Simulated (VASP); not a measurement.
# LiSb3 in VASP: further runs, part 2 of 2

VASP 6.6.1. The steps go on from the part before.

### Step 3. Single point, LDA

INCAR reads:

```
PREC = Accurate
ENCUT = 520
EDIFF = 1E-7
ISMEAR = 1
SIGMA = 0.1
LREAL = False
LASPH = True
NELM = 60
ALGO = Normal
ISIF = 2
LWAVE = False
LCHARG = False
GGA = CA
NBANDS = 17
```

KPOINTS reads:

```
Automatic mesh
0
Gamma
  6 6 6
```

POSCAR reads:

```
LiSb3
1.0
    4.6810210000      0.0000000000      0.0000000000
    0.0000000000      4.6810210000      0.0000000000
    0.0000000000      0.0000000000      4.6810210000
Sb Li
3 1
Direct
    0.5000000000      0.5000000000      0.0000000000
    0.0000000000      0.5000000000      0.5000000000
    0.5000000000      0.0000000000      0.5000000000
    0.0000000000      0.0000000000      0.0000000000
```

Potentials or basis: VASP PAW LDA potentials, release 64 (Sb, Li_sv).

Launch:

```console
$ cat potpaw_LDA.64/Sb/POTCAR potpaw_LDA.64/Li_sv/POTCAR > POTCAR
$ mpirun -np 1 vasp_std > vasp.out
```

It took 23 s on 1 thread of Intel Xeon 6975P-C, shared host; peak memory 0.18 GiB.

Results (log left out):

```
Free energy            : -16.7357 eV
Band gap on the k mesh : zero (band 9 reaches 8.17 eV, above the bottom of band 10 at 5.78 eV)
```

Levels at points of the mesh, in eV from the Fermi level:
| k point | band 5 | band 6 | band 7 | band 8 | band 9 | band 10 | band 11 | band 12 | band 13 | band 14 |
| --- | --- | --- | --- | --- | --- | --- | --- | --- | --- | --- |
| (0.00, 0.00, 0.00) | -4.16 | -4.16 | -4.16 | 0.81 | 0.81 | 0.81 | 0.88 | 2.60 | 2.60 | 2.60 |
| (0.50, 0.00, 0.00) | -3.01 | -3.01 | -1.52 | -1.52 | -1.24 | -0.99 | -0.63 | 2.51 | 2.51 | 3.96 |
| (0.50, 0.50, 0.00) | -4.87 | -2.44 | -1.35 | -1.00 | -1.00 | -0.93 | -0.93 | 2.81 | 3.66 | 4.05 |
| (0.50, 0.50, 0.50) | -6.00 | -4.63 | -4.63 | -4.63 | 0.53 | 3.91 | 3.91 | 4.27 | 4.27 | 4.27 |

Caveat: the cutoff is under 1.25 times the usual one of these potentials, so pressure, stress and relaxed cells hold a basis-set (Pulay) error; spin-orbit coupling is left out, which moves the levels of the heavy elements.

### Step 4. Single point, LDA

INCAR reads:

```
PREC = Accurate
ENCUT = 750
EDIFF = 1E-6
ISMEAR = 1
SIGMA = 0.1
LREAL = False
LASPH = True
NELM = 120
ALGO = Normal
ISIF = 2
LWAVE = False
LCHARG = False
GGA = CA
NBANDS = 32
GGA_COMPAT = False
```

KPOINTS is that of step 3.

POSCAR is that of step 3.

Potentials or basis: VASP PAW LDA potentials, release 64 (Sb_d_GW, Li_sv).

Launch:

```console
$ cat potpaw_LDA.64/Sb_d_GW/POTCAR potpaw_LDA.64/Li_sv/POTCAR > POTCAR
$ mpirun -np 1 vasp_std > vasp.out
```

OUTCAR:

```text
PREC = Accurate
   ENCUT = 750
   EDIFF = 1E-6
   ISMEAR = 1
   LREAL = False
   LASPH = True
   NELM = 120
   ISIF = 2
   GGA = CA

 ion  position               nearest neighbor table
   1  0.500  0.500  0.000-   2 3.31   3 3.31   2 3.31   3 3.31   3 3.31   3 3.31   2 3.31   2 3.31

   2  0.000  0.500  0.500-   1 3.31   3 3.31   1 3.31   3 3.31   1 3.31   3 3.31   1 3.31   3 3.31

   3  0.500  0.000  0.500-   1 3.31   2 3.31   1 3.31   1 3.31   2 3.31   1 3.31   2 3.31   2 3.31

[... 895 lines left out ...]
  Direction    XX          YY          ZZ          XY          YZ          ZX
  --------------------------------------------------------------------------------------
  -------------------------------------------------------------------------------------
  Total       -1.8665294     -1.8665294     -1.8665294      0.0000000     -0.0000000      0.0000000
  in kB      -29.1557123    -29.1557123    -29.1557123      0.0000000     -0.0000000      0.0000000
  external PRESSURE =     -29.1557123 kB  Pullay stress =       0.0000000 kB

 VOLUME and BASIS-vectors are now :
 -----------------------------------------------------------------------------
  energy-cutoff  :      750.00
  volume of cell :      102.57
      direct lattice vectors                 reciprocal lattice vectors
     4.681021000  0.000000000  0.000000000     0.213628608  0.000000000  0.000000000
     0.000000000  4.681021000  0.000000000     0.000000000  0.213628608  0.000000000
     0.000000000  0.000000000  4.681021000     0.000000000  0.000000000  0.213628608

 POSITION                                       TOTAL-FORCE (eV/Angst)
 -----------------------------------------------------------------------------------
      2.34051      2.34051      0.00000         0.000000      0.000000      0.000000
      0.00000      2.34051      2.34051         0.000000      0.000000      0.000000
      2.34051      0.00000      2.34051         0.000000      0.000000      0.000000
      0.00000      0.00000      0.00000         0.000000      0.000000      0.000000
 -----------------------------------------------------------------------------------
    total drift:                                0.000000     -0.000000     -0.000000

  FREE ENERGIE OF THE ION-ELECTRON SYSTEM (eV)
  ---------------------------------------------------
  free  energy   TOTEN  =       -16.7454840812 eV

  energy  without entropy=      -16.7402574058  energy(sigma->0) =      -16.74374186
```

It took 46 s on 1 thread of Intel Xeon 6975P-C (Granite Rapids), shared host; peak memory 0.27 GiB.

Results:

| Quantity | Value |
| --- | --- |
| Free energy | -16.7455 eV |
| Pressure | -2.9 GPa |
| Band gap on the k mesh | zero (band 24 reaches 6.40 eV, above the bottom of band 25 at 4.02 eV) |

Caveat: spin-orbit coupling is left out, which moves the levels of the heavy elements.

### Step 5. Summary

| level | potentials or basis | cutoff (eV) | smearing | second run | gap on the mesh (eV) |
| --- | --- | --- | --- | --- | --- |
| PBE | VASP PAW PBE potentials, release 64 (Sb, Li_sv) | 520 | fermi-dirac 0.05 eV | - | none |
| LDA | VASP PAW LDA potentials, release 64 (Sb, Li_sv) | 520 | methfessel-paxton 0.1 eV | - | none |
| LDA | VASP PAW LDA potentials, release 64 (Sb_d_GW, Li_sv) | 750 | methfessel-paxton 0.1 eV | valence_matched | none |

Some of these runs hold the atoms at other places in the same cell, which the table doesn't show; runs alike in all that it shows share one row.

Alike in all rows: task single point; no spin polarisation; cell as given; k mesh 6 × 6 × 6.

Caveats: spin-orbit coupling is left out, which moves the levels of the heavy elements; the cutoff is under 1.25 times the usual one of these potentials, so pressure, stress and relaxed cells hold a basis-set (Pulay) error (some runs).

Absolute energies hang on the potentials; compare differences alone.
